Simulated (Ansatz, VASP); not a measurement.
# Two plane-wave programs on Zn4SeS3

```xyz
8
Lattice="5.5175 0.0000 0.0001 0.0000 5.5165 0.0005 -2.7587 -2.7578 5.5130" Properties=species:S:1:pos:R:3 pbc="T T T"
Zn    4.1831    1.3344    1.4142
Zn   -1.4240   -1.4239    4.0998
Zn    1.3347    4.1827    1.4140
Zn    1.4244    1.4244    4.0992
Se    2.7588    2.7584    0.0003
S    -0.0001    2.7586    2.7568
S     2.7587    0.0000    2.7568
S    -0.0004   -0.0001    0.0000
```

Change from the starting cell: cell x1, atoms moved at random (sigma 0.05 Å) and cell strained at random (1.5 %), then relaxed without symmetry.

Alike in both runs: functional PBE; k mesh 4 × 4 × 4; occupations gaussian, width 0.1 eV; no spin polarisation.

Ansatz relaxed the structure, and its values are those at the end. VASP's run is a single point on that final structure, the one shown.

```csv
,VASP,Ansatz
version,VASP 6.6.1,Ansatz 0.2.0
potentials or method,"VASP PAW PBE potentials, release 64 (Zn, Se, S), cutoff 520 eV","scalar-relativistic, plane waves, PAW"
valence electrons in the cell,72,82
```

|  | VASP | Ansatz | Ansatz less VASP |
| --- | --- | --- | --- |
| gap on the k mesh at the Fermi level (eV) | 1.76 | 1.76 | -0.003 |
| least direct gap on the mesh (eV) | 1.76 | 1.76 | -0.003 |
| pressure (GPa) | 0.1 | 0.0 | -0.16 |

VASP's potentials hold 72 valence electrons a cell and Ansatz's 82, so a difference there can come from the potentials and not from the codes.
